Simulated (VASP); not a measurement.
Input of a VASP 6.6.1 run:

INCAR

```
SYSTEM = TaN
  PREC = Accurate
  ENCUT = 520
  EDIFF = 1E-6
  ISMEAR = -1
  SIGMA = 0.15
  LREAL = .FALSE.
  LASPH = .TRUE.
  NELM = 80
  ALGO = Normal
  ISIF = 2
  LWAVE = .FALSE.
  LCHARG = .FALSE.
  GGA = PE
  NBANDS = 15
```

KPOINTS

```
regular mesh
0
G
  16 16 16
  0 0 0
```

Contents of POSCAR:

```
TaN
1.0
    0.0000000000      2.2092039159      2.2092039159
    2.2092039159      0.0000000000      2.2092039159
    2.2092039159      2.2092039159      0.0000000000
Ta N
1 1
Direct
    0.5000000000      0.5000000000      0.5000000000
    0.0000000000      0.0000000000      0.0000000000
```

Potentials or basis: VASP PAW PBE potentials, release 64 (Ta_pv, N).

Launch:

```bash
$ cat potpaw_PBE.64/Ta_pv/POTCAR potpaw_PBE.64/N/POTCAR > POTCAR
$ mpirun -np 1 vasp_std > vasp.out
```

(1) Estimate the band gap on the k mesh.

(2) What does it give for the pressure?

Results:

(1) zero (band 8 reaches 11.25 eV, above the bottom of band 9 at 7.32 eV).

(2) 0.8 GPa.

Caveat: spin-orbit coupling is left out, which moves the levels of the heavy elements.
